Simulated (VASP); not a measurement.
# CoSi (P4/mmm) in VASP: single point with PBE

Aim: the single point of CoSi with PBE.

Program: VASP 6.6.1. These are calculated values, not measurements. Logs are shortened: lines on timing, memory, paths and dates and some standing lists are left out, and cuts for length are marked.

### 1 The cell of the first run

It takes space group P4/mmm (No. 123, tetragonal). The conventional cell has a = 2.810 Å, b = 2.810 Å, c = 2.726 Å, α = 90.00°, β = 90.00°, γ = 90.00°. Co (site symmetry 4/mmm) has 8 Si at 2.41 Å and 6 Co at 2.73 to 2.81 Å within 3.2 Å. Si (site symmetry 4/mmm) has 8 Co at 2.41 Å and 6 Si at 2.73 to 2.81 Å within 3.2 Å.

### 2 Single point, PBE, non-collinear spin, typed start, spin-orbit coupling (stretched by -2 % along [0.0, 0.0, 1.0] at fixed volume)

The input, INCAR:

```
SYSTEM = CoSi
ALGO = Normal ; EDIFF = 1E-6
ENCUT = 520 ; GGA = PE
GGA_COMPAT = .False. ; ISIF = 2
ISMEAR = -1 ; LASPH = .True.
LCHARG = .False. ; LMAXMIX = 4
LORBIT = 11 ; LORBMOM = .True.
LREAL = .False. ; LSORBIT = .True.
LWAVE = .False. ; MAGMOM = 0 0 0.5 0 0 0
NBANDS = 25 ; NELM = 150
PREC = Accurate ; SIGMA = 0.1
```

The input, KPOINTS:

```
k-points
0
Gamma
  12 12 13
  0 0 0
```

The input, POSCAR:

```
CoSi
1.0
    2.8095716175      0.0000000000      0.0000000000
    0.0000000000      2.8095716175      0.0000000000
    0.0000000000      0.0000000000      2.7257073200
Co Si
1 1
Direct
    0.0000000000      0.0000000000      0.0000000000
    0.5000000000      0.5000000000      0.5000000000
```

Potentials or basis: VASP PAW PBE potentials, release 64 (Co, Si).

On the command line:

```bash
$ cat potpaw_PBE.64/Co/POTCAR potpaw_PBE.64/Si/POTCAR > POTCAR
$ mpirun -np 1 vasp_ncl > vasp.out
```

OUTCAR:

```text
SYSTEM = CoSi
   EDIFF = 1E-6
   ENCUT = 520
   GGA = PE
   ISIF = 2
   ISMEAR = -1
   LASPH = .True.
   LORBIT = 11
   LREAL = .False.
   LSORBIT = .True.
   NELM = 150
   PREC = Accurate

 ion  position               nearest neighbor table
   1  0.000  0.000  0.000-   2 2.41   2 2.41   2 2.41   2 2.41   2 2.41   2 2.41   2 2.41   2 2.41

   2  0.500  0.500  0.500-   1 2.41   1 2.41   1 2.41   1 2.41   1 2.41   1 2.41   1 2.41   1 2.41

  LATTYP: Found a simple tetragonal cell.
 ALAT       =     2.8095716175
 C/A-ratio  =     0.9701505037

  Lattice vectors:

 A1 = (   2.8095716175,   0.0000000000,   0.0000000000)
 A2 = (   0.0000000000,   2.8095716175,   0.0000000000)
 A3 = (   0.0000000000,   0.0000000000,   2.7257073200)

Analysis of symmetry for initial positions (statically):
=====================================================================
 Subroutine PRICEL returns:
 Original cell was already a primitive cell.

 Routine SETGRP: Setting up the symmetry group for a
 simple tetragonal supercell.

 Subroutine GETGRP returns: Found 16 space group operations
 (whereof 16 operations were pure point group operations)
 out of a pool of 16 trial point group operations.

The static configuration has the point symmetry D_4h.

Analysis of symmetry for dynamics (positions and initial velocities):
=====================================================================
 Subroutine PRICEL returns:
 Original cell was already a primitive cell.

 Routine SETGRP: Setting up the symmetry group for a
 simple tetragonal supercell.

 Subroutine GETGRP returns: Found 16 space group operations
 (whereof 16 operations were pure point group operations)
 out of a pool of 16 trial point group operations.

The dynamic configuration has the point symmetry D_4h.

Analysis of structural, dynamic, and magnetic symmetry:
=====================================================================
 Subroutine PRICEL returns:
 Original cell was already a primitive cell.

 Routine SETGRP: Setting up the symmetry group for a
 simple tetragonal supercell.

 Subroutine GETGRP returns: Found  8 space group operations
 (whereof  8 operations were pure point group operations)
 out of a pool of 16 trial point group operations.

The overall configuration has the point symmetry C_4h.

 Subroutine INISYM returns: Found  8 space group operations
 (whereof  8 operations are pure point group operations),
 and found     1 'primitive' translations

----------------------------------------------------------------------------------------

                                     Primitive cell

  volume of cell :      21.5159

  direct lattice vectors                    reciprocal lattice vectors
     2.809571618  0.000000000  0.000000000     0.355926147  0.000000000  0.000000000
     0.000000000  2.809571618  0.000000000     0.000000000  0.355926147  0.000000000
     0.000000000  0.000000000  2.725707320     0.000000000  0.000000000  0.366877248

  length of vectors
     2.809571618  2.809571618  2.725707320     0.355926147  0.355926147  0.366877248

  position of ions in fractional coordinates (direct lattice)
     0.000000000  0.000000000  0.000000000
     0.500000000  0.500000000  0.500000000

  ion indices of the primitive-cell ions
   primitive index   ion index
                 1           1
                 2           2

----------------------------------------------------------------------------------------

 KPOINTS: k-points

Automatic generation of k-mesh.
 Grid dimensions read from file:
 generate k-points for:   12   12   13

 Generating k-lattice:

  Cartesian coordinates                     Fractional coordinates (reciprocal lattice)
     0.029660512  0.000000000  0.000000000     0.083333333  0.000000000  0.000000000
     0.000000000  0.029660512  0.000000000     0.000000000  0.083333333  0.000000000
     0.000000000  0.000000000  0.028221327     0.000000000  0.000000000  0.076923077
[... 91 lines left out ...]
 NGX is ok and might be reduce to    24
   NGX = 11   NGY = 11   NGZ = 11

 number of electron      13.0000000 magnetization      -0.0000000     -0.0000000      0.5001239

 number of electron      13.0000000 magnetization       0.0000000      0.0000000      0.5003141

 number of electron      13.0000000 magnetization      -0.0000000      0.0000000      0.5003134

 Free energy of the ion-electron system (eV)
  ---------------------------------------------------
  ext. energy  EPLUGINS =         0.00000000
  ---------------------------------------------------
  free energy    TOTEN  =       -13.31448808 eV

  energy without entropy =      -13.26483067  energy(sigma->0) =      -13.28965937

 E-fermi :  12.8202     XC(G=0): -12.9425

 val. band max:       12.8199868835   @ k =   0.4167   0.0833   0.1538
 cond. band min:      12.8218823037   @ k =  -0.4167   0.0833  -0.3077
 fundamental gap:      0.0018954202
 Fermi energy:        12.8202458556

 k-point     1 :       0.0000    0.0000    0.0000
  band No.  band energies     occupation
      1      -1.4141      1.00000
      2      -1.4039      1.00000
      3       8.7262      1.00000
      4       8.7268      1.00000
      5       9.2403      1.00000
      6       9.3109      1.00000
[... 661 lines left out ...]
     24      24.5671      0.00000
     25      26.9782      0.00000

 [... further k-points ...]
[... 5 lines left out ...]
  --------------------------------------------------------------------------------------
  -------------------------------------------------------------------------------------
  Total       -0.0036761     -0.0036761      0.2193662      0.0000003      0.0000000      0.0000000
  in kB       -0.2737430     -0.2737430     16.3350646      0.0000196      0.0000000      0.0000000
  external PRESSURE =       5.2625262 kB  Pullay stress =       0.0000000 kB

 VOLUME and BASIS-vectors are now :
 -----------------------------------------------------------------------------
  energy-cutoff  :      520.00
  volume of cell :       21.52
      direct lattice vectors                 reciprocal lattice vectors
     2.809571618  0.000000000  0.000000000     0.355926147  0.000000000  0.000000000
     0.000000000  2.809571618  0.000000000     0.000000000  0.355926147  0.000000000
     0.000000000  0.000000000  2.725707320     0.000000000  0.000000000  0.366877248

 POSITION                                       TOTAL-FORCE (eV/Angst)
 -----------------------------------------------------------------------------------
      0.00000      0.00000      0.00000         0.000000      0.000000      0.000000
      1.40479      1.40479      1.36285         0.000000      0.000000      0.000000
 -----------------------------------------------------------------------------------
    total drift:                                0.000000      0.000000      0.000000

  FREE ENERGIE OF THE ION-ELECTRON SYSTEM (eV)
  ---------------------------------------------------
  free  energy   TOTEN  =       -13.3144880792 eV

  energy  without entropy=      -13.2648306651  energy(sigma->0) =      -13.28965937

 orbital moment (x)

 # of ion     p       d       tot
 ----------------------------------------
  1         0.000  -0.000  -0.000
  2        -0.000   0.000  -0.000
 ----------------------------------------
           -0.000  -0.000  -0.000

 orbital moment (y)

 # of ion     p       d       tot
 ----------------------------------------
  1         0.000  -0.000  -0.000
  2        -0.000   0.000  -0.000
 ----------------------------------------
            0.000  -0.000  -0.000

 orbital moment (z)

 # of ion     p       d       tot
 ----------------------------------------
  1        -0.000   0.013   0.013
  2         0.001   0.000   0.001
 ----------------------------------------
            0.001   0.013   0.014

 Spin-Orbit-Coupling matrix elements

 Ion:    1  E_soc:     -0.0129536
 l=   1
     0.0000000    -0.0002993    -0.0002907
    -0.0002993     0.0000000    -0.0002993
    -0.0002907    -0.0002993     0.0000000
 l=   2
     0.0000000    -0.0003010     0.0000000    -0.0003010    -0.0016122
    -0.0003010     0.0000000    -0.0011587    -0.0002874    -0.0003842
     0.0000000    -0.0011587     0.0000000    -0.0011587     0.0000000
    -0.0003010    -0.0002874    -0.0011587     0.0000000    -0.0003842
    -0.0016122    -0.0003842     0.0000000    -0.0003842     0.0000000
 l=   3
     0.0000000     0.0000000     0.0000000     0.0000000     0.0000000     0.0000000     0.0000000
     0.0000000     0.0000000     0.0000000     0.0000000     0.0000000     0.0000000     0.0000000
     0.0000000     0.0000000     0.0000000     0.0000000     0.0000000     0.0000000     0.0000000
     0.0000000     0.0000000     0.0000000     0.0000000     0.0000000     0.0000000     0.0000000
     0.0000000     0.0000000     0.0000000     0.0000000     0.0000000     0.0000000     0.0000000
     0.0000000     0.0000000     0.0000000     0.0000000     0.0000000     0.0000000     0.0000000
     0.0000000     0.0000000     0.0000000     0.0000000     0.0000000     0.0000000     0.0000000

 Ion:    2  E_soc:     -0.0003342
 l=   1
     0.0000000    -0.0000568    -0.0000536
    -0.0000568     0.0000000    -0.0000568
    -0.0000536    -0.0000568     0.0000000
 l=   2
     0.0000000     0.0000000     0.0000000     0.0000000     0.0000000
     0.0000000     0.0000000     0.0000000     0.0000000     0.0000000
     0.0000000     0.0000000     0.0000000     0.0000000     0.0000000
     0.0000000     0.0000000     0.0000000     0.0000000     0.0000000
     0.0000000     0.0000000     0.0000000     0.0000000     0.0000000
 l=   3
     0.0000000     0.0000000     0.0000000     0.0000000     0.0000000     0.0000000     0.0000000
     0.0000000     0.0000000     0.0000000     0.0000000     0.0000000     0.0000000     0.0000000
     0.0000000     0.0000000     0.0000000     0.0000000     0.0000000     0.0000000     0.0000000
     0.0000000     0.0000000     0.0000000     0.0000000     0.0000000     0.0000000     0.0000000
     0.0000000     0.0000000     0.0000000     0.0000000     0.0000000     0.0000000     0.0000000
     0.0000000     0.0000000     0.0000000     0.0000000     0.0000000     0.0000000     0.0000000
     0.0000000     0.0000000     0.0000000     0.0000000     0.0000000     0.0000000     0.0000000

 total charge

# of ion       s       p       d       tot
------------------------------------------
    1        0.440   0.589   7.578   8.607
    2        0.710   0.864   0.000   1.574
--------------------------------------------------
tot          1.150   1.453   7.578  10.181

 magnetization (x)

# of ion       s       p       d       tot
------------------------------------------
    1       -0.000   0.000   0.000   0.000
    2       -0.000   0.000   0.000  -0.000
--------------------------------------------------
tot         -0.000   0.000   0.000   0.000

 magnetization (y)

# of ion       s       p       d       tot
------------------------------------------
    1       -0.000   0.000   0.000   0.000
    2        0.000   0.000   0.000   0.000
--------------------------------------------------
tot         -0.000   0.000   0.000   0.000

 magnetization (z)

# of ion       s       p       d       tot
------------------------------------------
    1        0.006   0.000   0.498   0.504
    2        0.002   0.009   0.000   0.011
--------------------------------------------------
tot          0.008   0.009   0.498   0.515
```

Wall time 2.5 min (1 thread of Intel Xeon 6975P-C (Granite Rapids), shared host); peak memory 0.34 GiB.

What came out:

```
Free energy                                           : -13.3145 eV
Pressure                                              : 0.5 GPa
Net moment                                            : 0.50 μB per cell
Valence electrons inside the program's atomic spheres : Co 8.61; Si 1.57
```

Moments on the atoms (μB; x, y, z):
```
Co  0.00 0.00 0.50
Si  0.00 0.00 0.01
```
